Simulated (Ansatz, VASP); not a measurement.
# One calculation of FeRu, two programs

```
CELL_PARAMETERS angstrom
2.41177 0.00000 0.00000
-1.20588 2.08865 0.00000
0.00000 0.00000 3.71441
ATOMIC_POSITIONS crystal
Fe 0.00000 0.00000 0.50000
Ru 0.66667 0.33333 0.00000
```

Change from the starting cell: volume scaled by 0.76, no spin polarisation, PAW files.

Alike in both runs: task single point; functional LDA; k mesh 12 × 12 × 7; occupations fermi-dirac, width 0.05 eV; no spin polarisation.

```csv
,VASP,Ansatz
version,VASP 6.6.1,Ansatz 0.2.0
potentials or method,"VASP PAW LDA potentials, release 64 (Fe, Ru_pv)","PAW with Ansatz's default frozen-core files, scalar-relativistic"
plane-wave cutoff (eV),520,420
valence electrons in the cell,22,32
```

|  | VASP | Ansatz | Ansatz less VASP |
| --- | --- | --- | --- |
| pressure (GPa) | 117.6 | 114.9 | -2.66 |
| traceless stress, the component that is largest in VASP (GPa) | 3.53 | 3.74 | +0.216 |

LDA's correlation is that of Perdew and Zunger in VASP and of Perdew and Wang (1992) in Ansatz. Both programs put the cell under a high pressure, so it lies far from rest at this level. VASP's potentials hold 22 valence electrons a cell and Ansatz's 32, so a difference there can come from the potentials and not from the codes.

Noted on VASP's run: the cell as given lies far from equilibrium.
